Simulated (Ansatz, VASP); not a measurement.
One calculation of Mg2SiO5, two programs

File INCAR:

```
SYSTEM = Mg2SiO5
PREC = Accurate
ENCUT = 520
EDIFF = 1E-6
ISMEAR = 1
SIGMA = 0.23
LREAL = Auto
LASPH = .True.
NELM = 80
ALGO = Normal
ISIF = 2
LWAVE = .False.
LCHARG = .False.
GGA = PE
NBANDS = 52
```

File KPOINTS:

```
regular mesh
0
Gamma
  5 5 5
  0 0 0
```

The input POSCAR:

```
Mg2SiO5
1.0
    0.0000000000      0.0000000000      5.0628180000
    4.1208810000     -5.3415960000      2.5314090000
    4.1208810000      5.3415960000     -2.5314090000
Mg Si O
4 2 10
Direct
    0.8800000000      0.3664400000      0.0478400000
    0.1986000000      0.6335600000      0.9521600000
    0.8800000000      0.9521600000      0.6335600000
    0.1986000000      0.0478400000      0.3664400000
    0.3859000000      0.1450000000      0.8550000000
    0.6759000000      0.8550000000      0.1450000000
    0.1972000000      0.3681000000      0.9553000000
    0.6100000000      0.6319000000      0.0447000000
    0.1972000000      0.0447000000      0.6319000000
    0.6100000000      0.9553000000      0.3681000000
    0.6832000000      0.1630000000      0.8370000000
    0.0092000000      0.8370000000      0.1630000000
    0.0000000000      0.3141000000      0.3141000000
    0.0000000000      0.6859000000      0.6859000000
    0.4400000000      0.0000000000      0.0000000000
    0.5280000000      0.5000000000      0.5000000000
```

Input for Ansatz:

```yaml
crystal:
  lattice:
    - [0.0, 0.0, 5.062818]
    - [4.120881, -5.341596, 2.531409]
    - [4.120881, 5.341596, -2.531409]
  atoms:
    - { symbol: Mg, position: [0.88, 0.36644, 0.04784] }
    - { symbol: Mg, position: [0.1986, 0.63356, 0.95216] }
    - { symbol: Mg, position: [0.88, 0.95216, 0.63356] }
    - { symbol: Mg, position: [0.1986, 0.04784, 0.36644] }
    - { symbol: Si, position: [0.3859, 0.145, 0.855] }
    - { symbol: Si, position: [0.6759, 0.855, 0.145] }
    - { symbol: O, position: [0.1972, 0.3681, 0.9553] }
    - { symbol: O, position: [0.61, 0.6319, 0.0447] }
    - { symbol: O, position: [0.1972, 0.0447, 0.6319] }
    - { symbol: O, position: [0.61, 0.9553, 0.3681] }
    - { symbol: O, position: [0.6832, 0.163, 0.837] }
    - { symbol: O, position: [0.0092, 0.837, 0.163] }
    - { symbol: O, position: [0.0, 0.3141, 0.3141] }
    - { symbol: O, position: [0.0, 0.6859, 0.6859] }
    - { symbol: O, position: [0.44, 0.0, 0.0] }
    - { symbol: O, position: [0.528, 0.5, 0.5] }
  symmetry: { tolerance: 0.0003 }
kpoints:
  mp_grid: { grid: [5, 5, 5], shift: [0, 0, 0] }
magnetization:
  spin_polarized: false
scf:
  occupations: { method: methfessel_paxton, width: 0.23 }
  lower_state_search: "off"
  max_iter: 200
hamiltonian:
  pseudopotentials: { kind: paw }
  xc: pbe
basis:
  ecutwfc: 420
  fft_grid_basis: typed
output:
  forces: true
  stress: true
  eigenvalues: true
  populations: true
  elf: true
  write_potential: true
  volumetric_format: npy
  dos:
    e_range: [-12, 8]
    de: 0.05
    projected: { site_lists: { Mg: [Mg], O: [O], Si: [Si] } }
checkpoint:
  read: saved_state
```

Alike in both runs: task single point; functional PBE; k mesh 5 × 5 × 5; occupations methfessel-paxton of order 1, width 0.23 eV; no spin polarisation.

|  | VASP | Ansatz |
| --- | --- | --- |
| version | VASP 6.6.1 | Ansatz 0.2.0 |
| potentials or method | VASP PAW PBE potentials, release 64 (Mg, Si, O), cutoff 520 eV | PAW plane waves |
| valence electrons in the cell | 76 | 108 |

```tsv
	VASP	Ansatz	Ansatz less VASP
pressure (GPa)	5.0	5.0	+0.08
traceless stress, the component that is largest in VASP (GPa)	3.14	3.18	+0.042
rms of the force components (eV/Å)	0.290	0.280	-0.0098
```

Atom by atom the forces differ by 0.029 eV/Å (rms over components). With one functional, cell and mesh, what is left measures potentials, basis and numerics. VASP's potentials hold 76 valence electrons a cell and Ansatz's 108, so a difference there can come from the potentials and not from the codes.
